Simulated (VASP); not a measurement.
Wanted: the native input for a VASP 6.6.1 run.

| Quantity | Value |
| --- | --- |
| Task | single point |
| Functional | PBE |
| Potentials or basis | VASP PAW PBE potentials, release 64 (Cu, O) |
| Cutoff | 520 eV |
| k mesh | 10 × 10 × 5 |
| Occupations | fermi-dirac, width 0.05 eV |
| Spin | no spin polarisation |
| Dipole correction | no |
| Further INCAR settings | ALGO = Normal; EDIFF = 1e-07; NBANDS = 25 |

The structure of CuO lies in POSCAR:

```
CuO
1.0
    2.3208444354     -1.7410673622      0.0732887669
    2.3310922371      1.7550910862      0.0484675145
   -0.7127822728     -0.0392256208      5.1630374652
Cu O
2 2
Direct
    0.0142532200      0.4796454100      0.0604322300
    0.4708797100      0.1540682100      0.4741201700
    0.5692681500      0.2960328600      0.2639427200
    0.4455989200      0.5702535100      0.7015048700
```

This cell differs from its parent crystal: volume scaled by 1.02.

The input as run:

INCAR

```
ALGO = Normal ; EDIFF = 1E-7
ENCUT = 520 ; GGA = PE
ISIF = 2 ; ISMEAR = -1
LASPH = True ; LCHARG = False
LREAL = False ; LWAVE = False
NBANDS = 25 ; NELM = 100
PREC = Accurate ; SIGMA = 0.05
```

KPOINTS

```
k-points
0
Gamma
  10 10 5
```

Potentials or basis: VASP PAW PBE potentials, release 64 (Cu, O).

Run with:

```sh
$ cat potpaw_PBE.64/Cu/POTCAR potpaw_PBE.64/O/POTCAR > POTCAR
$ mpirun -np 1 vasp_std > vasp.out
```

It gave:

The pressure is 85.9 GPa. The largest force is 37.938 eV/Å and the band gap on the k mesh is zero (band 17 reaches 5.91 eV, above the bottom of band 18 at 5.45 eV).

Caveat: semilocal functionals often make such compounds metallic where correlation or magnetic order opens a gap, which also shifts bond lengths; forces of over 1 eV/Å act on the atoms, so gaps and moduli don't describe the material at rest.

Run time: 100 s on 1 thread of Intel(R) Xeon(R) 6975P-C (Granite Rapids), with other jobs on the host, peak memory 0.32 GiB.
